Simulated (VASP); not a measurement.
Here is a VASP 6.6.1 calculation.

File INCAR:

```
SYSTEM = MoW2
ALGO     = Fast           ! electronic algorithm
EDIFF    = 1E-6           ! SCF threshold, eV
ENCUT    = 520            ! plane-wave cutoff, eV
GGA      = PE             ! functional
ISIF     = 2              ! what is computed and relaxed
ISMEAR   = 0              ! smearing method
LASPH    = .TRUE.         ! aspherical terms in the spheres
LCHARG   = .FALSE.        ! write CHGCAR
LREAL    = .FALSE.        ! projectors in reciprocal space
LWAVE    = .FALSE.        ! write WAVECAR
NBANDS   = 51             ! bands
NELM     = 80             ! most SCF steps
PREC     = Accurate       ! precision mode
SIGMA    = 0.2            ! smearing width, eV
```

KPOINTS

```
k-points
0
G
  6 6 6
  0 0 0
```

POSCAR

```
MoW2
1.0
    1.3361881742     -2.2970235166      4.0034576492
    1.3361881742     -2.2970235166     -4.0034576492
    2.6723763484      4.5940470333      0.0000000000
Mo W
2 4
Direct
    0.0000000000      1.0000000000      1.0000000000
    0.5000000000      0.5000000000      0.5000000000
    0.6679571871      0.3320428129      1.0000000000
    0.1679571871      0.8320428129      0.5000000000
    0.3320428129      0.6679571871      1.0000000000
    0.8320428129      0.1679571871      0.5000000000
```

Potentials or basis: VASP PAW PBE potentials, release 64 (Mo_sv, W_sv).

Launch:

```sh
$ cat potpaw_PBE.64/Mo_sv/POTCAR potpaw_PBE.64/W_sv/POTCAR > POTCAR
$ mpirun -np 1 vasp_std > vasp.out
```

Question: What does it give for the largest force?

Answer: 0.022 eV/Å.

Question: Predict the pressure.

Answer: 0.6 GPa.

Forces in eV/Å, atoms in the order of the input:
```
Mo   0.000  0.000  0.000
Mo   0.000  0.000  0.000
W    0.000  0.000 -0.022
W    0.000  0.000 -0.022
W    0.000  0.000  0.022
W    0.000  0.000  0.022
```
